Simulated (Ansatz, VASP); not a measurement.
KTaO3 in VASP and in Ansatz

```
CELL_PARAMETERS angstrom
3.99013 0.00000 0.00000
0.00000 3.99013 0.00000
0.00000 0.00000 4.10984
ATOMIC_POSITIONS crystal
K 0.00000 0.00000 0.00000
Ta 0.50000 0.50000 0.50000
O 0.50000 0.50000 0.00000
O 0.50000 0.00000 0.50000
O 0.00000 0.50000 0.50000
```

Change from the starting cell: uniaxial_z strain +3.0%.

Alike in both runs: task single point; functional PBE; k mesh 6 × 6 × 6; occupations fermi-dirac, width 0.02 eV; no spin polarisation.

```csv
,VASP,Ansatz
version,VASP 6.6.1,Ansatz 0.2.0
potentials or method,"VASP PAW PBE potentials, release 64 (K_sv, Ta_pv, O)","plane waves, PAW"
plane-wave cutoff (eV),520,420
valence electrons in the cell,38,40
```

Ansatz gave:

* gap on the k mesh at the Fermi level (eV): 2.12
* pressure (GPa): -0.4
* traceless stress, the component that is largest in VASP (GPa): -6.32

Problem. Estimate VASP's values.

Solution. gap on the k mesh at the Fermi level (eV): 2.07; pressure (GPa): 0.2; traceless stress, the component that is largest in VASP (GPa): -6.43.

With one functional, cell and mesh, what is left measures potentials, basis and numerics. VASP's potentials hold 38 valence electrons a cell and Ansatz's 40, so a difference there can come from the potentials and not from the codes.

Neither program's run includes spin-orbit coupling.
